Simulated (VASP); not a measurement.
# Cu3O2 (I4/mmm) in VASP: a series of runs

The runs below take Cu3O2 through single point, with LDA.

Everything below comes from runs of VASP 6.6.1. Logs are shortened: lines on timing, memory, paths and dates and some standing lists are left out, and cuts for length are marked.

## Step 1: The cell of the first run

The structure is tetragonal, space group I4/mmm (No. 139). The conventional cell has a = 3.910 Å, b = 3.910 Å, c = 6.603 Å, α = 90.00°, β = 90.00°, γ = 90.00°. Cu (site symmetry -4m2) has 2 O at 1.65 Å within 2.2 Å. Within 2.6 Å of Cu (site symmetry 4/mmm) lie 4 O at 1.96 Å and 8 Cu at 2.56 Å. O (site symmetry mmm) has 4 Cu at 1.65 to 1.96 Å within 2.2 Å.

## Step 2: Single point, LDA

INCAR reads:

```
PREC = Accurate
ENCUT = 520
EDIFF = 1E-6
ISMEAR = 0
SIGMA = 0.15
LREAL = False
LASPH = True
NELM = 60
ALGO = Normal
ISIF = 2
LWAVE = False
LCHARG = False
GGA = CA
NBANDS = 30
```

KPOINTS reads:

```
Automatic mesh
0
Gamma
  14 14 14
```

POSCAR reads:

```
Cu3O2
1.0
   -1.9550019901      1.9550019901      3.3014000000
    1.9550019901     -1.9550019901      3.3014000000
    1.9550019901      1.9550019901     -3.3014000000
Cu O
3 2
Direct
    0.2500000000      0.7500000000      0.5000000000
    0.7500000000      0.2500000000      0.5000000000
    0.0000000000      0.0000000000      0.0000000000
    0.0000000000      0.5000000000      0.5000000000
    0.5000000000      0.0000000000      0.5000000000
```

Potentials or basis: VASP PAW LDA potentials, release 64 (Cu, O).

Run with:

```console
$ cat potpaw_LDA.64/Cu/POTCAR potpaw_LDA.64/O/POTCAR > POTCAR
$ mpirun -np 1 vasp_std > vasp.out
```

OUTCAR:

```text
PREC = Accurate
   ENCUT = 520
   EDIFF = 1E-6
   ISMEAR = 0
   LREAL = False
   LASPH = True
   NELM = 60
   ISIF = 2
   GGA = CA

 ion  position               nearest neighbor table
   1  0.250  0.750  0.500-   4 1.65   5 1.65   3 2.56   3 2.56   3 2.56   3 2.56   2 2.76   2 2.76
                             2 2.76   2 2.76
   2  0.750  0.250  0.500-   4 1.65   5 1.65   3 2.56   3 2.56   3 2.56   3 2.56   1 2.76   1 2.76
                             1 2.76   1 2.76
   3  0.000  0.000  0.000-   4 1.96   5 1.96   4 1.96   5 1.96   2 2.56   1 2.56   1 2.56   2 2.56
                             2 2.56   1 2.56   1 2.56   2 2.56
   4  0.000  0.500  0.500-   1 1.65   2 1.65   3 1.96   3 1.96
   5  0.500  0.000  0.500-   1 1.65   2 1.65   3 1.96   3 1.96

  LATTYP: Found a body centered tetragonal cell.
 ALAT       =     3.9100039802
 C/A-ratio  =     1.6886939332

  Lattice vectors:

 A1 = (  -1.9550019901,   1.9550019901,   3.3014000000)
 A2 = (   1.9550019901,  -1.9550019901,   3.3014000000)
 A3 = (   1.9550019901,   1.9550019901,  -3.3014000000)

Analysis of symmetry for initial positions (statically):
=====================================================================
 Subroutine PRICEL returns:
 Original cell was already a primitive cell.

 Routine SETGRP: Setting up the symmetry group for a
 body centered tetragonal supercell.

 Subroutine GETGRP returns: Found 16 space group operations
 (whereof 16 operations were pure point group operations)
 out of a pool of 16 trial point group operations.

The static configuration has the point symmetry D_4h.

Analysis of symmetry for dynamics (positions and initial velocities):
=====================================================================
 Subroutine PRICEL returns:
 Original cell was already a primitive cell.

 Routine SETGRP: Setting up the symmetry group for a
 body centered tetragonal supercell.

 Subroutine GETGRP returns: Found 16 space group operations
 (whereof 16 operations were pure point group operations)
 out of a pool of 16 trial point group operations.

The dynamic configuration has the point symmetry D_4h.

 Subroutine INISYM returns: Found 16 space group operations
 (whereof 16 operations are pure point group operations),
 and found     1 'primitive' translations

----------------------------------------------------------------------------------------

                                     Primitive cell

  volume of cell :      50.4722

  direct lattice vectors                    reciprocal lattice vectors
    -1.955001990  1.955001990  3.301400000     0.000000000  0.255754215  0.151450900
     1.955001990 -1.955001990  3.301400000     0.255754215  0.000000000  0.151450900
     1.955001990  1.955001990 -3.301400000     0.255754215  0.255754215  0.000000000

  length of vectors
     4.306194088  4.306194088  4.306194088     0.297233231  0.297233231  0.361691080

  position of ions in fractional coordinates (direct lattice)
     0.250000000  0.750000000  0.500000000
     0.750000000  0.250000000  0.500000000
     0.000000000  0.000000000  0.000000000
     0.000000000  0.500000000  0.500000000
     0.500000000  0.000000000  0.500000000

  ion indices of the primitive-cell ions
   primitive index   ion index
                 1           1
                 2           2
                 3           3
                 4           4
                 5           5

----------------------------------------------------------------------------------------

 KPOINTS: Automatic mesh

Automatic generation of k-mesh.
 Grid dimensions read from file:
 generate k-points for:   14   14   14

 Generating k-lattice:

  Cartesian coordinates                     Fractional coordinates (reciprocal lattice)
     0.000000000  0.018268158  0.010817921     0.071428571 -0.000000000  0.000000000
     0.018268158  0.000000000  0.010817921    -0.000000000  0.071428571  0.000000000
     0.018268158  0.018268158  0.000000000     0.000000000  0.000000000  0.071428571

  Length of vectors
     0.021230945  0.021230945  0.025835077

  Shift w.r.t. Gamma in fractional coordinates (k-lattice)
     0.000000000  0.000000000  0.000000000

 Subroutine IBZKPT returns following result:
 ===========================================

 Found    244 irreducible k-points:

 Following reciprocal coordinates:
            Coordinates               Weight
  0.000000  0.000000  0.000000      1.000000
  0.071429  0.000000 -0.000000      8.000000
  0.142857  0.000000 -0.000000      8.000000
  0.214286  0.000000 -0.000000      8.000000
  0.285714  0.000000 -0.000000      8.000000
  0.357143  0.000000 -0.000000      8.000000
[... 16 lines left out ...]
  0.214286  0.142857 -0.000000     16.000000
  0.285714  0.142857 -0.000000     16.000000
 [... further k-points ...]
   k-points           NKPTS =    244   k-points in BZ     NKDIM =    244   number of bands    NBANDS=     30
   number of dos      NEDOS =    301   number of ions     NIONS =      5
   total plane-waves  NPLWV =  32768
   dimension x,y,z NGX =    32 NGY =   32 NGZ =   32
   dimension x,y,z NGXF=    64 NGYF=   64 NGZF=   64
   ions per type =               3   2
   NGX,Y,Z   is equivalent  to a cutoff of  12.35, 12.35, 12.35 a.u.
   NGXF,Y,Z  is equivalent  to a cutoff of  24.71, 24.71, 24.71 a.u.
 SYSTEM =  unknown system
   PREC   = accura    normal or accurate (medium, high low for compatibility)
   ISTART =      0    job   : 0-new  1-cont  2-samecut
   ICHARG =      2    charge: 1-file 2-atom 10-const
   ISPIN  =      1    spin polarized calculation?
   LNONCOLLINEAR =      F non collinear calculations
   LSORBIT =      F    spin-orbit coupling
   LASPH  =      T    aspherical Exc in radial PAW
   ENCUT  =  520.0 eV  38.22 Ry    6.18 a.u.   8.01  8.01  8.01*2*pi/ulx,y,z
   NELM   =     60;   NELMIN=  2; NELMDL= -5     # of ELM steps
   EDIFF  = 0.1E-05   stopping-criterion for ELM
   LREAL  =      F    real-space projection
   EDIFFG = 0.1E-04   stopping-criterion for IOM
   NSW    =      0    number of steps for IOM
   IBRION =     -1    ionic relax: 0-MD 1-quasi-New 2-CG
   NFREE  =      0    steps in history (QN), initial steepest desc. (CG)
   ISIF   =      2    stress and relaxation
   ISYM   =      2    0-nonsym 1-usesym 2-fastsym
   POTIM  = 0.5000    time-step for ionic-motion
   TEBEG  =    0.0;   TEEND  =   0.0 temperature during run
   PSTRESS=    0.0 pullay stress
   NELECT =      45.0000    total number of electrons
   NUPDOWN=      -1.0000    fix difference up-down
   EMIN   =  10.00;   EMAX   =-10.00  energy-range for DOS
   EFERMI =   0.00;   METHOD = LEGACY
   ISMEAR =     0;   SIGMA  =   0.15  broadening in eV -4-tet -1-fermi 0-gaus
   EFERMI_NEDOS =   21; number of points for ismear=-14 and -15
   IALGO  =     38    algorithm
   IMIX   =      4    mixing-type and parameters
     AMIX     =   0.40;   BMIX     =  1.00
     AMIX_MAG =   1.60;   BMIX_MAG =  1.00
  volume/ion in A,a.u.               =      10.09        68.12
  Fermi-wavevector in a.u.,A,eV,Ry     =   1.575656  2.977559 33.779085  2.482693
  Thomas-Fermi vector in A             =   2.676607
   LORBIT       =      0    0 simple, 1 ext, 2 COOP (PROOUT), +10 PAW based schemes
   GGA     = CA    functional components
   LHFCALC =     F    Hartree Fock is set to
   AEXX    =    0.0000 exact exchange contribution
   IVDW    =     0    specifies the selected vdW correction
   LEPSILON=     F    determine dielectric tensor
   LRPA    =     F    only Hartree local field effects (RPA)
 non-spin polarized calculation
 Gauss-broadening in eV      SIGMA  =   0.15
  energy-cutoff  :      520.00
  volume of cell :       50.47
 maximum number of plane-waves:      1386
   NGX = 15   NGY = 15   NGZ = 15

 number of electron      44.9999974 magnetization

 Free energy of the ion-electron system (eV)
  ---------------------------------------------------
  ext. energy  EPLUGINS =         0.00000000
  ---------------------------------------------------
  free energy    TOTEN  =       -26.19907963 eV

  energy without entropy =      -26.17500706  energy(sigma->0) =      -26.18704334

 E-fermi :   6.3974     XC(G=0): -12.5891

 val. band max:        6.3960224180   @ k =   0.5000   0.1429  -0.0000
 cond. band min:       6.4043241711   @ k =  -0.4286   0.5000   0.2857
 fundamental gap:      0.0083017531
 Fermi energy:         6.3974313288

 k-point     1 :       0.0000    0.0000    0.0000
  band No.  band energies     occupation
      1     -14.4599      2.00000
      2     -12.5652      2.00000
      3      -2.6362      2.00000
      4      -1.1312      2.00000
      5      -1.1312      2.00000
      6       0.2452      2.00000
[... 22 lines left out ...]
     29      18.0537      0.00000
     30      18.3349      0.00000

 k-point     2 :       0.0714    0.0000   -0.0000
  band No.  band energies     occupation
      1     -14.4343      2.00000
      2     -12.5860      2.00000
      3      -2.6108      2.00000
      4      -1.1605      2.00000
      5      -1.1074      2.00000
      6       0.1777      2.00000
[... 22 lines left out ...]
     29      17.6659      0.00000
     30      18.8403      0.00000

 k-point     3 :       0.1429    0.0000   -0.0000
  band No.  band energies     occupation
      1     -14.3590      2.00000
      2     -12.6477      2.00000
      3      -2.5357      2.00000
      4      -1.2445      2.00000
      5      -1.0367      2.00000
      6      -0.0058      2.00000
[... 22 lines left out ...]
     29      17.3798      0.00000
     30      18.8314      0.00000

 k-point     4 :       0.2143    0.0000   -0.0000
  band No.  band energies     occupation
      1     -14.2385      2.00000
      2     -12.7484      2.00000
      3      -2.4135      2.00000
      4      -1.3702      2.00000
      5      -0.9215      2.00000
      6      -0.2681      2.00000
[... 22 lines left out ...]
     29      17.4713      0.00000
     30      18.0666      0.00000

 k-point     5 :       0.2857    0.0000   -0.0000
  band No.  band energies     occupation
      1     -14.0800      2.00000
      2     -12.8845      2.00000
      3      -2.2482      2.00000
      4      -1.5147      2.00000
      5      -0.7668      2.00000
      6      -0.5727      2.00000
[... 22 lines left out ...]
     29      17.3276      0.00000
     30      17.6568      0.00000
[... 526 lines left out ...]
     29      18.1235      0.00000
     30      18.4330      0.00000

 k-point    22 :       0.1429    0.1429   -0.0000
  band No.  band energies     occupation
      1     -14.1932      2.00000
      2     -12.8063      2.00000
      3      -2.1639      2.00000
      4      -1.3187      2.00000
      5      -0.9025      2.00000
      6      -0.6230      2.00000
[... 22 lines left out ...]
     29      17.2550      0.00000
     30      18.0519      0.00000

 k-point    23 :       0.2143    0.1429   -0.0000
  band No.  band energies     occupation
      1     -14.0475      2.00000
      2     -12.9288      2.00000
      3      -1.9247      2.00000
      4      -1.4393      2.00000
      5      -0.9780      2.00000
      6      -0.8010      2.00000
[... 22 lines left out ...]
     29      16.9735      0.00000
     30      18.4207      0.00000

 k-point    24 :       0.2857    0.1429   -0.0000
  band No.  band energies     occupation
      1     -13.8707      2.00000
      2     -13.0747      2.00000
      3      -1.6723      2.00000
      4      -1.5868      2.00000
      5      -1.3214      2.00000
      6      -0.6862      2.00000
[... 22 lines left out ...]
     29      16.6937      0.00000
     30      18.5220      0.00000

 [... further k-points ...]

------------------------ aborting loop because EDIFF is reached ----------------------------------------

  FORCE on cell =-STRESS in cart. coord.  units (eV):
  Direction    XX          YY          ZZ          XY          YZ          ZX
  --------------------------------------------------------------------------------------
  -------------------------------------------------------------------------------------
  Total        3.3320333      3.3320333     26.4541993      0.0000000      0.0000000      0.0000000
  in kB      105.7711851    105.7711851    839.7551149      0.0000000      0.0000000      0.0000000
  external PRESSURE =     350.4324950 kB  Pullay stress =       0.0000000 kB

 VOLUME and BASIS-vectors are now :
 -----------------------------------------------------------------------------
  energy-cutoff  :      520.00
  volume of cell :       50.47
      direct lattice vectors                 reciprocal lattice vectors
    -1.955001990  1.955001990  3.301400000     0.000000000  0.255754215  0.151450900
     1.955001990 -1.955001990  3.301400000     0.255754215  0.000000000  0.151450900
     1.955001990  1.955001990 -3.301400000     0.255754215  0.255754215  0.000000000

 POSITION                                       TOTAL-FORCE (eV/Angst)
 -----------------------------------------------------------------------------------
      1.95500     -0.00000      1.65070        -0.000000     -0.000000     -0.000000
     -0.00000      1.95500      1.65070         0.000000      0.000000      0.000000
      0.00000      0.00000      0.00000        -0.000000     -0.000000     -0.000000
      1.95500      0.00000      0.00000        -0.000000     -0.000000     -0.000000
      0.00000      1.95500      0.00000        -0.000000     -0.000000     -0.000000
 -----------------------------------------------------------------------------------
    total drift:                               -0.000000     -0.000000      0.000000

  FREE ENERGIE OF THE ION-ELECTRON SYSTEM (eV)
  ---------------------------------------------------
  free  energy   TOTEN  =       -26.1990796254 eV

  energy  without entropy=      -26.1750070580  energy(sigma->0) =      -26.18704334
```

Wall time 2.4 min (1 thread of Intel Xeon 6975P-C (Granite Rapids), shared host); peak memory 0.37 GiB.

What came out:

* Free energy: -26.1991 eV
* Pressure: 35.0 GPa
* Band gap on the k mesh: zero (an odd number of electrons rules out a gap without spin polarisation)

Stress tensor (GPa, compression positive):
```
10.58  0.00  0.00
 0.00 10.58  0.00
 0.00  0.00 83.98
```

Levels at points of the mesh, in eV from the Fermi level:
| k point | band 20 | band 21 | band 22 | band 23 | band 24 | band 25 | band 26 | band 27 |
| --- | --- | --- | --- | --- | --- | --- | --- | --- |
| (0.00, 0.00, 0.00) | -2.11 | -0.84 | -0.84 | 0.48 | 1.46 | 5.15 | 5.15 | 7.55 |
| (0.50, 0.00, 0.00) | -1.62 | -1.20 | -0.84 | -0.18 | 3.55 | 4.01 | 8.25 | 9.03 |
| (0.50, 0.50, 0.00) | -0.79 | -0.51 | -0.31 | -0.11 | 1.23 | 3.86 | 4.80 | 9.48 |
| (0.50, 0.50, 0.50) | -2.15 | -1.42 | -0.27 | -0.27 | 3.66 | 6.04 | 6.63 | 6.63 |

Caveat: the stress differs along the axes, from 11 to 84 GPa. With open d or f shells a metallic result of LDA can be an artefact of self-interaction; +U or a hybrid may open a gap.

## Step 3: Single point, LDA

This run uses another cell than the first one, of 10.18 Å³/atom.

INCAR reads:

```
  PREC = Accurate
  ENCUT = 520
  EDIFF = 1E-6
  ISMEAR = 0
  SIGMA = 0.15
  LREAL = False
  LASPH = True
  NELM = 100
  ALGO = Normal
  ISIF = 2
  LWAVE = False
  LCHARG = False
  GGA = CA
  NBANDS = 30
```

KPOINTS is that of step 2.

Edit POSCAR of step 2 so:

```diff
@@ -2,5 +2,5 @@
 1.0
-   -1.9550019901      1.9550019901      3.3014000000
-    1.9550019901     -1.9550019901      3.3014000000
-    1.9550019901      1.9550019901     -3.3014000000
+   -1.9354500000      1.9354500000      3.3971000000
+    1.9354500000     -1.9354500000      3.3971000000
+    1.9354500000      1.9354500000     -3.3971000000
 Cu O
```

Potentials or basis: VASP PAW LDA potentials, release 64 (Cu, O).

Run with:

```console
$ cat potpaw_LDA.64/Cu/POTCAR potpaw_LDA.64/O/POTCAR > POTCAR
$ mpirun -np 1 vasp_std > vasp.out
```

It took 2.3 min on 1 thread of Intel Xeon 6975P-C (Granite Rapids), shared host; peak memory 0.37 GiB.

It converged, with:

* Free energy: -26.7472 eV
* Pressure: 24.4 GPa
* Band gap on the k mesh: zero (an odd number of electrons rules out a gap without spin polarisation)

Stress tensor (GPa, compression positive):
```
10.27  0.00  0.00
 0.00 10.27  0.00
 0.00  0.00 52.81
```

Levels at points of the mesh, in eV from the Fermi level:
| k point | band 19 | band 20 | band 21 | band 22 | band 23 | band 24 | band 25 | band 26 | band 27 | band 28 |
| --- | --- | --- | --- | --- | --- | --- | --- | --- | --- | --- |
| (0.00, 0.00, 0.00) | -2.07 | -1.97 | -0.96 | -0.96 | 0.48 | 1.17 | 5.17 | 5.17 | 7.55 | 7.63 |
| (0.50, 0.00, 0.00) | -1.89 | -1.60 | -1.19 | -0.80 | -0.19 | 3.31 | 3.83 | 8.39 | 9.08 | 9.10 |
| (0.50, 0.50, 0.00) | -1.90 | -0.71 | -0.58 | -0.29 | -0.13 | 1.36 | 3.82 | 4.54 | 9.02 | 9.95 |
| (0.50, 0.50, 0.50) | -2.23 | -1.98 | -1.42 | -0.37 | -0.37 | 3.83 | 5.63 | 6.60 | 6.60 | 7.12 |

Caveat: the stress differs along the axes, from 10 to 53 GPa. With open d or f shells a metallic result of LDA can be an artefact of self-interaction; +U or a hybrid may open a gap.
